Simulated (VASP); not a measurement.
SmGaTe3, 5 atoms in the cell. It takes space group Pm-3m (No. 221, cubic). The conventional cell has a = 5.373 Å, b = 5.373 Å, c = 5.373 Å, α = 90.00°, β = 90.00°, γ = 90.00°. Sm (site symmetry m-3m) has 12 Te at 3.80 Å and 8 Ga at 4.65 Å within 5.0 Å. Within 3.5 Å of Ga (site symmetry m-3m) lie 6 Te at 2.69 Å. Te (site symmetry 4/mmm) has 2 Ga at 2.69 Å within 3.5 Å. The cell was generated, and may not be a known phase.

| Item | Value |
| --- | --- |
| Program | VASP 6.6.1 |
| Task | single point |
| Functional | PBE |
| Potentials or basis | VASP PAW PBE potentials, release 64 (Sm_3, Ga_d, Te), 4f in core |
| Cutoff | 500 eV |
| k mesh | 8 × 8 × 8 |
| Occupations | gaussian, width 0.1 eV |
| Spin | no spin polarisation |
| Dipole correction | no |
| Further INCAR settings | ALGO = Normal; EDIFF = 1e-06; NBANDS = 29 |

Potentials or basis: VASP PAW PBE potentials, release 64 (Sm_3, Ga_d, Te), 4f in core.

Launch:

```console
$ cat potpaw_PBE.64/Sm_3/POTCAR potpaw_PBE.64/Ga_d/POTCAR potpaw_PBE.64/Te/POTCAR > POTCAR
$ mpirun -np 1 vasp_std > vasp.out
```

Hardware: 1 thread of AMD EPYC 9R45 (Zen 5), on a shared host.

Problem. How long does it take, and how much memory?

Solution. It took 73 s on 1 thread of AMD EPYC 9R45 (Zen 5), with other jobs on the host, peak memory 0.31 GiB. Counts: scf iterations 15, k points 35.
